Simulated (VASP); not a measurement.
# BeTl2 (P3m1) in VASP: a series of runs

Runs on BeTl2. Level: PBE. Tasks: single point.

All numbers are computed with VASP 6.6.1; they aren't measurements. Logs are shortened: lines on timing, memory, paths and dates and some standing lists are left out, and cuts for length are marked.

## Step 1: The cell of the first run

Symmetry: P3m1, No. 156, trigonal system. The conventional cell has a = 4.476 Å, b = 4.476 Å, c = 4.795 Å, α = 90.00°, β = 90.00°, γ = 120.00°. Within 3.4 Å of Be (site symmetry 3m) lie 6 Tl at 2.60 to 3.34 Å. Within 3.4 Å of Tl (site symmetry 3m) lie 3 Be at 2.60 Å and 3 Tl at 3.15 Å. Within 4.1 Å of Tl (site symmetry 3m) lie 6 Tl at 3.15 to 3.95 Å and 6 Be at 3.34 to 3.73 Å.

## Step 2: Single point, PBE

INCAR reads:

```
SYSTEM = BeTl2
  PREC = Accurate
  ENCUT = 520
  EDIFF = 1E-6
  ISMEAR = 1
  SIGMA = 0.05
  LREAL = .False.
  LASPH = .True.
  NELM = 60
  ALGO = Normal
  ISIF = 2
  LWAVE = .False.
  LCHARG = .False.
  GGA = PE
  NBANDS = 21
```

KPOINTS reads:

```
Automatic mesh
0
Gamma
  6 6 5
  0 0 0
```

POSCAR reads:

```
BeTl2
1.0
    4.4755439200      0.0000000000      0.0000000000
   -2.2377719600      3.8759347300      0.0000000000
    0.0000000000      0.0000000000      4.7949617200
Be Tl
1 2
Direct
    0.6666666700      0.3333333300      0.2947649800
    0.0000000000      0.0000000000      0.2315764400
    0.3333333300      0.6666666700      0.8544571000
```

Potentials or basis: VASP PAW PBE potentials, release 64 (Be, Tl_d).

The run is started by

```sh
cat potpaw_PBE.64/Be/POTCAR potpaw_PBE.64/Tl_d/POTCAR > POTCAR
mpirun -np 1 vasp_std > vasp.out
```

OUTCAR:

```text
SYSTEM = BeTl2
   PREC = Accurate
   ENCUT = 520
   EDIFF = 1E-6
   ISMEAR = 1
   LREAL = .False.
   LASPH = .True.
   NELM = 60
   ISIF = 2
   GGA = PE

 ion  position               nearest neighbor table
   1  0.667  0.333  0.295-   2 2.60   2 2.60   2 2.60
   2  0.000  0.000  0.232-   1 2.60   1 2.60   1 2.60   3 3.15   3 3.15   3 3.15   3 3.95   3 3.95
                             3 3.95
   3  0.333  0.667  0.854-   2 3.15   2 3.15   2 3.15   2 3.95   2 3.95   2 3.95

  LATTYP: Found a hexagonal cell.
 ALAT       =     4.4755439200
 C/A-ratio  =     1.0713696046

  Lattice vectors:

 A1 = (   4.4755439200,   0.0000000000,   0.0000000000)
 A2 = (  -2.2377719600,   3.8759347300,   0.0000000000)
 A3 = (   0.0000000000,   0.0000000000,   4.7949617200)

Analysis of symmetry for initial positions (statically):
=====================================================================
 Subroutine PRICEL returns:
 Original cell was already a primitive cell.

 Routine SETGRP: Setting up the symmetry group for a
 hexagonal supercell.

 Subroutine GETGRP returns: Found  6 space group operations
 (whereof  6 operations were pure point group operations)
 out of a pool of 24 trial point group operations.

The static configuration has the point symmetry C_3v.

Analysis of symmetry for dynamics (positions and initial velocities):
=====================================================================
 Subroutine PRICEL returns:
 Original cell was already a primitive cell.

 Routine SETGRP: Setting up the symmetry group for a
 hexagonal supercell.

 Subroutine GETGRP returns: Found  6 space group operations
 (whereof  6 operations were pure point group operations)
 out of a pool of 24 trial point group operations.

The dynamic configuration has the point symmetry C_3v.

 Subroutine INISYM returns: Found  6 space group operations
 (whereof  6 operations are pure point group operations),
 and found     1 'primitive' translations

----------------------------------------------------------------------------------------

                                     Primitive cell

  volume of cell :      83.1778

  direct lattice vectors                    reciprocal lattice vectors
     4.475543920  0.000000000  0.000000000     0.223436529  0.129001140  0.000000000
    -2.237771960  3.875934730  0.000000000     0.000000000  0.258002281  0.000000000
     0.000000000  0.000000000  4.794961720     0.000000000  0.000000000  0.208552238

  length of vectors
     4.475543920  4.475543920  4.794961720     0.258002281  0.258002281  0.208552238

  position of ions in fractional coordinates (direct lattice)
     0.666666670  0.333333330  0.294764980
     0.000000000  0.000000000  0.231576440
     0.333333330  0.666666670  0.854457100

  ion indices of the primitive-cell ions
   primitive index   ion index
                 1           1
                 2           2
                 3           3

----------------------------------------------------------------------------------------

 KPOINTS: Automatic mesh

Automatic generation of k-mesh.
 Grid dimensions read from file:
 generate k-points for:    6    6    5

 Generating k-lattice:

  Cartesian coordinates                     Fractional coordinates (reciprocal lattice)
     0.037239422  0.021500190  0.000000000     0.166666667  0.000000000  0.000000000
     0.000000000  0.043000380  0.000000000     0.000000000  0.166666667  0.000000000
     0.000000000  0.000000000  0.041710448     0.000000000  0.000000000  0.200000000

  Length of vectors
     0.043000380  0.043000380  0.041710448

  Shift w.r.t. Gamma in fractional coordinates (k-lattice)
     0.000000000  0.000000000  0.000000000

 Subroutine IBZKPT returns following result:
 ===========================================

 Found     27 irreducible k-points:

 Following reciprocal coordinates:
            Coordinates               Weight
  0.000000  0.000000  0.000000      1.000000
  0.166667  0.000000  0.000000      6.000000
  0.333333 -0.000000  0.000000      6.000000
  0.500000 -0.000000  0.000000      3.000000
  0.166667  0.166667  0.000000      6.000000
  0.333333  0.166667  0.000000     12.000000
[... 16 lines left out ...]
  0.500000 -0.000000  0.400000      6.000000
  0.166667  0.166667  0.400000     12.000000
 [... further k-points ...]
   k-points           NKPTS =     27   k-points in BZ     NKDIM =     27   number of bands    NBANDS=     21
   number of dos      NEDOS =    301   number of ions     NIONS =      3
   total plane-waves  NPLWV =  46656
   dimension x,y,z NGX =    36 NGY =   36 NGZ =   36
   dimension x,y,z NGXF=    72 NGYF=   72 NGZF=   72
   ions per type =               1   2
   NGX,Y,Z   is equivalent  to a cutoff of  13.37, 13.37, 12.48 a.u.
   NGXF,Y,Z  is equivalent  to a cutoff of  26.74, 26.74, 24.96 a.u.
 SYSTEM =  BeTl2
   PREC   = accura    normal or accurate (medium, high low for compatibility)
   ISTART =      0    job   : 0-new  1-cont  2-samecut
   ICHARG =      2    charge: 1-file 2-atom 10-const
   ISPIN  =      1    spin polarized calculation?
   LNONCOLLINEAR =      F non collinear calculations
   LSORBIT =      F    spin-orbit coupling
   LASPH  =      T    aspherical Exc in radial PAW
   ENCUT  =  520.0 eV  38.22 Ry    6.18 a.u.   8.32  8.32  8.92*2*pi/ulx,y,z
   NELM   =     60;   NELMIN=  2; NELMDL= -5     # of ELM steps
   EDIFF  = 0.1E-05   stopping-criterion for ELM
   LREAL  =      F    real-space projection
   EDIFFG = 0.1E-04   stopping-criterion for IOM
   NSW    =      0    number of steps for IOM
   IBRION =     -1    ionic relax: 0-MD 1-quasi-New 2-CG
   NFREE  =      0    steps in history (QN), initial steepest desc. (CG)
   ISIF   =      2    stress and relaxation
   ISYM   =      2    0-nonsym 1-usesym 2-fastsym
   POTIM  = 0.5000    time-step for ionic-motion
   TEBEG  =    0.0;   TEEND  =   0.0 temperature during run
   PSTRESS=    0.0 pullay stress
   NELECT =      28.0000    total number of electrons
   NUPDOWN=      -1.0000    fix difference up-down
   EMIN   =  10.00;   EMAX   =-10.00  energy-range for DOS
   EFERMI =   0.00;   METHOD = LEGACY
   ISMEAR =     1;   SIGMA  =   0.05  broadening in eV -4-tet -1-fermi 0-gaus
   EFERMI_NEDOS =   21; number of points for ismear=-14 and -15
   IALGO  =     38    algorithm
   IMIX   =      4    mixing-type and parameters
     AMIX     =   0.40;   BMIX     =  1.00
     AMIX_MAG =   1.60;   BMIX_MAG =  1.00
  volume/ion in A,a.u.               =      27.73       187.10
  Fermi-wavevector in a.u.,A,eV,Ry     =   1.138829  2.152074 17.645812  1.296931
  Thomas-Fermi vector in A             =   2.275533
   LORBIT       =      0    0 simple, 1 ext, 2 COOP (PROOUT), +10 PAW based schemes
   GGA     = PE    functional components
   LHFCALC =     F    Hartree Fock is set to
   AEXX    =    0.0000 exact exchange contribution
   IVDW    =     0    specifies the selected vdW correction
   LEPSILON=     F    determine dielectric tensor
   LRPA    =     F    only Hartree local field effects (RPA)
 non-spin polarized calculation
 Methfessel and Paxton  Order N= 1 SIGMA  =   0.05
  energy-cutoff  :      520.00
  volume of cell :       83.18
 maximum number of plane-waves:      2262
 NGX is ok and might be reduce to    36
   NGX = 17   NGY = 17   NGZ = 17

 number of electron      28.0000000 magnetization

 Free energy of the ion-electron system (eV)
  ---------------------------------------------------
  ext. energy  EPLUGINS =         0.00000000
  ---------------------------------------------------
  free energy    TOTEN  =        -6.25316540 eV

  energy without entropy =       -6.25289250  energy(sigma->0) =       -6.25307443

 E-fermi :   4.3499     XC(G=0):  -9.1217

 val. band max:        4.2816204446   @ k =   0.5000  -0.0000   0.2000
 cond. band min:       4.3655963569   @ k =   0.3333   0.1667   0.0000
 fundamental gap:      0.0839759124
 Fermi energy:         4.3499431823

 k-point     1 :       0.0000    0.0000    0.0000
  band No.  band energies     occupation
      1      -7.3954      2.00000
      2      -7.3954      2.00000
      3      -7.2804      2.00000
      4      -7.1873      2.00000
      5      -7.1873      2.00000
      6      -6.8153      2.00000
[... 13 lines left out ...]
     20      10.8719      0.00000
     21      12.7116      0.00000

 k-point     2 :       0.1667    0.0000    0.0000
  band No.  band energies     occupation
      1      -7.3871      2.00000
      2      -7.3698      2.00000
      3      -7.2663      2.00000
      4      -7.1926      2.00000
      5      -7.1575      2.00000
      6      -6.8228      2.00000
[... 13 lines left out ...]
     20      10.6585      0.00000
     21      11.6160      0.00000

 k-point     3 :       0.3333   -0.0000    0.0000
  band No.  band energies     occupation
      1      -7.3737      2.00000
      2      -7.3219      2.00000
      3      -7.2671      2.00000
      4      -7.1332      2.00000
      5      -7.0877      2.00000
      6      -6.8768      2.00000
[... 13 lines left out ...]
     20      10.6178      0.00000
     21      11.8239      0.00000

 k-point     4 :       0.5000   -0.0000    0.0000
  band No.  band energies     occupation
      1      -7.3685      2.00000
      2      -7.3268      2.00000
      3      -7.2245      2.00000
      4      -7.0781      2.00000
      5      -7.0438      2.00000
      6      -6.9597      2.00000
[... 13 lines left out ...]
     20      10.3707      0.00000
     21      12.7450      0.00000

 k-point     5 :       0.1667    0.1667    0.0000
  band No.  band energies     occupation
      1      -7.3834      2.00000
      2      -7.3146      2.00000
      3      -7.2458      2.00000
      4      -7.2130      2.00000
      5      -7.0835      2.00000
      6      -6.8671      2.00000
[... 13 lines left out ...]
     20      10.4415      0.00000
     21      10.8461      0.00000

 k-point     6 :       0.3333    0.1667    0.0000
  band No.  band energies     occupation
      1      -7.3830      2.00000
      2      -7.2771      2.00000
      3      -7.2138      2.00000
      4      -7.1500      2.00000
      5      -7.0589      2.00000
      6      -6.9446      2.00000
[... 13 lines left out ...]
     20       9.7862      0.00000
     21      11.4188      0.00000

 k-point     7 :       0.3333    0.3333    0.0000
  band No.  band energies     occupation
      1      -7.3923      2.00000
      2      -7.1844      2.00000
      3      -7.1768      2.00000
      4      -7.1684      2.00000
      5      -7.1301      2.00000
      6      -6.9905      2.00000
[... 13 lines left out ...]
     20       9.8043      0.00000
     21      11.4688      0.00000
[... 291 lines left out ...]
      1      -7.4066      2.00000
      2      -7.3852      2.00000
      3      -7.2477      2.00000
      4      -7.1882      2.00000
      5      -7.1872      2.00000
      6      -6.8273      2.00000
[... 13 lines left out ...]
     20       9.9400      0.00000
     21      10.6169      0.00000

 k-point    21 :       0.3333   -0.0000    0.4000
  band No.  band energies     occupation
      1      -7.3508      2.00000
      2      -7.3305      2.00000
      3      -7.2305      2.00000
      4      -7.1208      2.00000
      5      -7.1171      2.00000
      6      -6.8829      2.00000
[... 13 lines left out ...]
     20      11.4648      0.00000
     21      12.5950      0.00000

 k-point    22 :       0.0000    0.3333    0.4000
  band No.  band energies     occupation
      1      -7.3663      2.00000
      2      -7.3092      2.00000
      3      -7.2455      2.00000
      4      -7.1057      2.00000
      5      -7.0915      2.00000
      6      -6.9109      2.00000
[... 13 lines left out ...]
     20      11.2484      0.00000
     21      12.4060      0.00000

 k-point    23 :       0.5000   -0.0000    0.4000
  band No.  band energies     occupation
      1      -7.3384      2.00000
      2      -7.2804      2.00000
      3      -7.2013      2.00000
      4      -7.0588      2.00000
      5      -7.0346      2.00000
      6      -7.0130      2.00000
[... 13 lines left out ...]
     20      11.8400      0.00000
     21      13.9883      0.00000

 k-point    24 :       0.1667    0.1667    0.4000
  band No.  band energies     occupation
      1      -7.3754      2.00000
      2      -7.3311      2.00000
      3      -7.2235      2.00000
      4      -7.1798      2.00000
      5      -7.1087      2.00000
      6      -6.8505      2.00000
[... 13 lines left out ...]
     20      10.5895      0.00000
     21      12.2261      0.00000

 [... further k-points ...]
[... 5 lines left out ...]
  --------------------------------------------------------------------------------------
  -------------------------------------------------------------------------------------
  Total       -0.5109890     -0.5109890     -1.2209295      0.0000000      0.0000000      0.0000000
  in kB       -9.8427095     -9.8427095    -23.5176407      0.0000000      0.0000000      0.0000000
  external PRESSURE =     -14.4010199 kB  Pullay stress =       0.0000000 kB

 VOLUME and BASIS-vectors are now :
 -----------------------------------------------------------------------------
  energy-cutoff  :      520.00
  volume of cell :       83.18
      direct lattice vectors                 reciprocal lattice vectors
     4.475543920  0.000000000  0.000000000     0.223436529  0.129001140  0.000000000
    -2.237771960  3.875934730  0.000000000     0.000000000  0.258002281  0.000000000
     0.000000000  0.000000000  4.794961720     0.000000000  0.000000000  0.208552238

 POSITION                                       TOTAL-FORCE (eV/Angst)
 -----------------------------------------------------------------------------------
      2.23777      1.29198      1.41339         0.000000     -0.000000     -0.127208
      0.00000      0.00000      1.11040         0.000000      0.000000      0.783087
     -0.00000      2.58396      4.09709        -0.000000      0.000000     -0.655880
 -----------------------------------------------------------------------------------
    total drift:                                0.000016     -0.000009      0.000776

  FREE ENERGIE OF THE ION-ELECTRON SYSTEM (eV)
  ---------------------------------------------------
  free  energy   TOTEN  =        -6.2531653996 eV

  energy  without entropy=       -6.2528925029  energy(sigma->0) =       -6.25307443
```

Wall time 33 s (1 thread of Intel Xeon Platinum 8175M at 2.50GHz (Skylake/Cascade Lake), shared host); peak memory 0.22 GiB.

What came out:

```
Free energy            : -6.2532 eV
Pressure               : -1.4 GPa
Largest force          : 0.783 eV/Å
Band gap on the k mesh : zero (band 14 reaches 5.95 eV, above the bottom of band 15 at 3.55 eV)
```

Forces in eV/Å, atoms in the order of the input:
```
Be   0.000  0.000 -0.127
Tl   0.000  0.000  0.783
Tl   0.000  0.000 -0.656
```

Caveat: spin-orbit coupling is left out, which moves the levels of the heavy elements.

## Step 3: Single point, PBE

INCAR reads:

```
PREC = Accurate
ENCUT = 520
EDIFF = 1E-6
ISMEAR = 1
SIGMA = 0.05
LREAL = False
LASPH = True
NELM = 80
ALGO = Normal
ISIF = 2
LWAVE = False
LCHARG = False
GGA = PE
NBANDS = 21
```

KPOINTS reads:

```
Automatic mesh
0
Gamma
  6 6 5
```

POSCAR is that of step 2.

Potentials or basis: VASP PAW PBE potentials, release 64 (Be, Tl_d).

The run is started by

```sh
cat potpaw_PBE.64/Be/POTCAR potpaw_PBE.64/Tl_d/POTCAR > POTCAR
mpirun -np 1 vasp_std > vasp.out
```

It took 33 s on 1 thread of Intel Xeon Platinum 8175M at 2.50GHz (Skylake/Cascade Lake), shared host; peak memory 0.22 GiB.

Results (log left out):

```yaml
Free_energy: -6.2532 eV
Pressure: -1.4 GPa
Largest_force: 0.783 eV/Å
Band_gap_on_the_k_mesh: zero (band 14 reaches 5.95 eV, above the bottom of band 15 at 3.55 eV)
```

Forces in eV/Å, atoms in the order of the input:
```
Be   0.000  0.000 -0.127
Tl   0.000  0.000  0.783
Tl   0.000  0.000 -0.656
```

Stress tensor (GPa, compression positive):
```
-0.98  0.00  0.00
 0.00 -0.98  0.00
 0.00  0.00 -2.35
```

Levels at points of the mesh, in eV from the Fermi level:
```tsv
k point	band 10	band 11	band 12	band 13	band 14	band 15	band 16	band 17	band 18	band 19
(0.00, 0.00, 0.00)	-11.00	-9.13	-3.20	-0.86	1.48	1.48	2.68	2.68	2.73	4.82
(0.50, 0.00, 0.00)	-10.98	-7.10	-5.90	-1.57	-0.91	1.42	1.93	2.99	3.42	5.29
```

Caveat: spin-orbit coupling is left out, which moves the levels of the heavy elements.
